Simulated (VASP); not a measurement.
# Ga2AsN (P4/mmm) in VASP: single point with PBE

Aim: the single point of Ga2AsN with PBE.

Everything below comes from runs of VASP 6.6.1. Logs are shortened: lines on timing, memory, paths and dates and some standing lists are left out, and cuts for length are marked.

### Step 1. The cell of the first run

Symmetry: P4/mmm, No. 123, tetragonal system. Conventional cell: a = 3.693 Å, b = 3.693 Å, c = 5.223 Å, α = 90.00°, β = 90.00°, γ = 90.00°. Ga (site symmetry 4/mmm) has 2 As at 2.61 Å and 4 N at 2.61 Å within 3.4 Å. Ga (site symmetry 4/mmm) has 2 N at 2.61 Å and 4 As at 2.61 Å within 3.4 Å. As (site symmetry 4/mmm) has 6 Ga at 2.61 Å within 3.4 Å. Within 3.4 Å of N (site symmetry 4/mmm) lie 6 Ga at 2.61 Å.

### Step 2. Single point, PBE

Input file INCAR:

```
PREC = Accurate
ENCUT = 520
EDIFF = 1E-7
ISMEAR = 0
SIGMA = 0.1
LREAL = False
LASPH = True
NELM = 80
ALGO = Normal
ISIF = 2
LWAVE = False
LCHARG = True
GGA = PE
LELF = True
LVHAR = True
NBANDS = 26
```

Input file KPOINTS:

```
regular mesh
0
Gamma
  6 6 4
```

Input file POSCAR:

```
Ga2AsN
1.0
    3.6934368000      0.0000000000      0.0000000000
    0.0000000000      3.6934368000      0.0000000000
    0.0000000000      0.0000000000      5.2233084100
Ga As N
2 1 1
Direct
    0.0000000000      0.0000000000      0.5000000000
    0.5000000000      0.5000000000      0.0000000000
    0.0000000000      0.0000000000      0.0000000000
    0.5000000000      0.5000000000      0.5000000000
```

Potentials or basis: VASP PAW PBE potentials, release 64 (Ga_d, As, N).

The run is started by

```bash
$ cat potpaw_PBE.64/Ga_d/POTCAR potpaw_PBE.64/As/POTCAR potpaw_PBE.64/N/POTCAR > POTCAR
$ mpirun -np 1 vasp_std > vasp.out
```

OUTCAR:

```text
PREC = Accurate
   ENCUT = 520
   EDIFF = 1E-7
   ISMEAR = 0
   LREAL = False
   LASPH = True
   NELM = 80
   ISIF = 2
   GGA = PE

 ion  position               nearest neighbor table
   1  0.000  0.000  0.500-   3 2.61   3 2.61
   2  0.500  0.500  0.000-   3 2.61   3 2.61   3 2.61   3 2.61
   3  0.000  0.000  0.000-   1 2.61   1 2.61   2 2.61   2 2.61   2 2.61   2 2.61
   4  0.500  0.500  0.500-

  LATTYP: Found a simple tetragonal cell.
 ALAT       =     3.6934368000
 C/A-ratio  =     1.4142135612

  Lattice vectors:

 A1 = (   3.6934368000,   0.0000000000,   0.0000000000)
 A2 = (   0.0000000000,   3.6934368000,   0.0000000000)
 A3 = (   0.0000000000,   0.0000000000,   5.2233084100)

Analysis of symmetry for initial positions (statically):
=====================================================================
 Subroutine PRICEL returns:
 Original cell was already a primitive cell.

 Routine SETGRP: Setting up the symmetry group for a
 simple tetragonal supercell.

 Subroutine GETGRP returns: Found 16 space group operations
 (whereof 16 operations were pure point group operations)
 out of a pool of 16 trial point group operations.

The static configuration has the point symmetry D_4h.

Analysis of symmetry for dynamics (positions and initial velocities):
=====================================================================
 Subroutine PRICEL returns:
 Original cell was already a primitive cell.

 Routine SETGRP: Setting up the symmetry group for a
 simple tetragonal supercell.

 Subroutine GETGRP returns: Found 16 space group operations
 (whereof 16 operations were pure point group operations)
 out of a pool of 16 trial point group operations.

The dynamic configuration has the point symmetry D_4h.

 Subroutine INISYM returns: Found 16 space group operations
 (whereof 16 operations are pure point group operations),
 and found     1 'primitive' translations

----------------------------------------------------------------------------------------

                                     Primitive cell

  volume of cell :      71.2536

  direct lattice vectors                    reciprocal lattice vectors
     3.693436800  0.000000000  0.000000000     0.270750538  0.000000000  0.000000000
     0.000000000  3.693436800  0.000000000     0.000000000  0.270750538  0.000000000
[... 82 lines left out ...]
   ICHARG =      2    charge: 1-file 2-atom 10-const
   ISPIN  =      1    spin polarized calculation?
   LNONCOLLINEAR =      F non collinear calculations
   LSORBIT =      F    spin-orbit coupling
   LASPH  =      T    aspherical Exc in radial PAW
   ENCUT  =  520.0 eV  38.22 Ry    6.18 a.u.   6.87  6.87  9.71*2*pi/ulx,y,z
   NELM   =     80;   NELMIN=  2; NELMDL= -5     # of ELM steps
   EDIFF  = 0.1E-06   stopping-criterion for ELM
   LREAL  =      F    real-space projection
   EDIFFG = 0.1E-05   stopping-criterion for IOM
   NSW    =      0    number of steps for IOM
   IBRION =     -1    ionic relax: 0-MD 1-quasi-New 2-CG
   NFREE  =      0    steps in history (QN), initial steepest desc. (CG)
   ISIF   =      2    stress and relaxation
   ISYM   =      2    0-nonsym 1-usesym 2-fastsym
   POTIM  = 0.5000    time-step for ionic-motion
   TEBEG  =    0.0;   TEEND  =   0.0 temperature during run
   PSTRESS=    0.0 pullay stress
   NELECT =      36.0000    total number of electrons
   NUPDOWN=      -1.0000    fix difference up-down
   EMIN   =  10.00;   EMAX   =-10.00  energy-range for DOS
   EFERMI =   0.00;   METHOD = LEGACY
   ISMEAR =     0;   SIGMA  =   0.10  broadening in eV -4-tet -1-fermi 0-gaus
   EFERMI_NEDOS =   21; number of points for ismear=-14 and -15
   IALGO  =     38    algorithm
   IMIX   =      4    mixing-type and parameters
     AMIX     =   0.40;   BMIX     =  1.00
     AMIX_MAG =   1.60;   BMIX_MAG =  1.00
  volume/ion in A,a.u.               =      17.81       120.21
  Fermi-wavevector in a.u.,A,eV,Ry     =   1.303887  2.463989 23.131559  1.700122
  Thomas-Fermi vector in A             =   2.434859
   LORBIT       =      0    0 simple, 1 ext, 2 COOP (PROOUT), +10 PAW based schemes
   GGA     = PE    functional components
   LHFCALC =     F    Hartree Fock is set to
   AEXX    =    0.0000 exact exchange contribution
   IVDW    =     0    specifies the selected vdW correction
   LEPSILON=     F    determine dielectric tensor
   LRPA    =     F    only Hartree local field effects (RPA)
 non-spin polarized calculation
 Gauss-broadening in eV      SIGMA  =   0.10
  energy-cutoff  :      520.00
  volume of cell :       71.25
 maximum number of plane-waves:      1964
 NGX is ok and might be reduce to    28
   NGX = 13   NGY = 13   NGZ = 19

 number of electron      35.9999982 magnetization

 Free energy of the ion-electron system (eV)
  ---------------------------------------------------
  ext. energy  EPLUGINS =         0.00000000
  ---------------------------------------------------
  free energy    TOTEN  =       -16.36561458 eV

  energy without entropy =      -16.35649589  energy(sigma->0) =      -16.36105524

 E-fermi :   3.9998     XC(G=0): -10.4537

 val. band max:        3.9412084408   @ k =   0.3333   0.1667   0.5000
 cond. band min:       4.0222529061   @ k =   0.1667   0.0000   0.2500
 fundamental gap:      0.0810444653
 Fermi energy:         3.9997890811

 k-point     1 :       0.0000    0.0000    0.0000
  band No.  band energies     occupation
      1     -10.7760      2.00000
      2     -10.6525      2.00000
      3     -10.6504      2.00000
      4     -10.5744      2.00000
      5     -10.5744      2.00000
      6     -10.5193      2.00000
[... 685 lines left out ...]
     25       9.2332      0.00000
     26       9.5009      0.00000

 [... further k-points ...]
[... 5 lines left out ...]
  --------------------------------------------------------------------------------------
  -------------------------------------------------------------------------------------
  Total       -4.5058127     -4.5058127     -4.5528328      0.0000000      0.0000000     -0.0000000
  in kB     -101.3156900   -101.3156900   -102.3729629      0.0000000      0.0000000     -0.0000000
  external PRESSURE =    -101.6681143 kB  Pullay stress =       0.0000000 kB

 VOLUME and BASIS-vectors are now :
 -----------------------------------------------------------------------------
  energy-cutoff  :      520.00
  volume of cell :       71.25
      direct lattice vectors                 reciprocal lattice vectors
     3.693436800  0.000000000  0.000000000     0.270750538  0.000000000  0.000000000
     0.000000000  3.693436800  0.000000000     0.000000000  0.270750538  0.000000000
     0.000000000  0.000000000  5.223308410     0.000000000  0.000000000  0.191449541

 POSITION                                       TOTAL-FORCE (eV/Angst)
 -----------------------------------------------------------------------------------
      0.00000      0.00000      2.61165         0.000000      0.000000      0.000000
      1.84672      1.84672      0.00000         0.000000      0.000000      0.000000
      0.00000      0.00000      0.00000         0.000000      0.000000      0.000000
      1.84672      1.84672      2.61165         0.000000      0.000000      0.000000
 -----------------------------------------------------------------------------------
    total drift:                                0.000000      0.000000      0.000000

  FREE ENERGIE OF THE ION-ELECTRON SYSTEM (eV)
  ---------------------------------------------------
  free  energy   TOTEN  =       -16.3656145787 eV

  energy  without entropy=      -16.3564958929  energy(sigma->0) =      -16.36105524
```

OSZICAR:

```text
N       E                     dE             d eps       ncg     rms          rms(c)
DAV:   1     0.248104121780E+03    0.24810E+03   -0.17558E+04  1584   0.216E+03
DAV:   2     0.137749716393E+02   -0.23433E+03   -0.22529E+03  1712   0.448E+02
DAV:   3    -0.170608532729E+02   -0.30836E+02   -0.29894E+02  1920   0.126E+02
DAV:   4    -0.183357155383E+02   -0.12749E+01   -0.12605E+01  1822   0.260E+01
DAV:   5    -0.183641290985E+02   -0.28414E-01   -0.28367E-01  1922   0.380E+00    0.844E+00
DAV:   6    -0.183094350186E+02    0.54694E-01   -0.25137E+01  2488   0.328E+01    0.987E+00
DAV:   7    -0.163582858258E+02    0.19511E+01   -0.86009E+00  1900   0.942E+00    0.206E+00
DAV:   8    -0.163713042564E+02   -0.13018E-01   -0.55911E-01  1706   0.451E+00    0.935E-01
DAV:   9    -0.163654016872E+02    0.59026E-02   -0.37771E-02  2036   0.121E+00    0.367E-01
DAV:  10    -0.163658864161E+02   -0.48473E-03   -0.11858E-02  1878   0.634E-01    0.170E-01
DAV:  11    -0.163656084417E+02    0.27797E-03   -0.24183E-03  1876   0.248E-01    0.558E-02
DAV:  12    -0.163656170219E+02   -0.85803E-05   -0.36354E-04  1798   0.114E-01    0.129E-02
DAV:  13    -0.163656146224E+02    0.23995E-05   -0.32739E-05  1844   0.425E-02    0.297E-03
DAV:  14    -0.163656147358E+02   -0.11339E-06   -0.26799E-06  2054   0.105E-02    0.280E-03
DAV:  15    -0.163656145936E+02    0.14218E-06   -0.56573E-07  1380   0.409E-03    0.640E-04
DAV:  16    -0.163656145787E+02    0.14896E-07   -0.80013E-08   864   0.163E-03
   1 F= -.16365615E+02 E0= -.16361055E+02  d E =-.911869E-02
```

Run time: 56 s. Hardware: 1 thread of Intel Xeon Platinum 8488C (Sapphire Rapids), shared host; peak memory 0.2 GiB.

Results:

| Property | Result |
| --- | --- |
| Free energy | -16.3656 eV |
| Pressure | -10.2 GPa |
| Band gap on the k mesh | zero (band 18 reaches 4.49 eV, above the bottom of band 19 at 2.22 eV) |
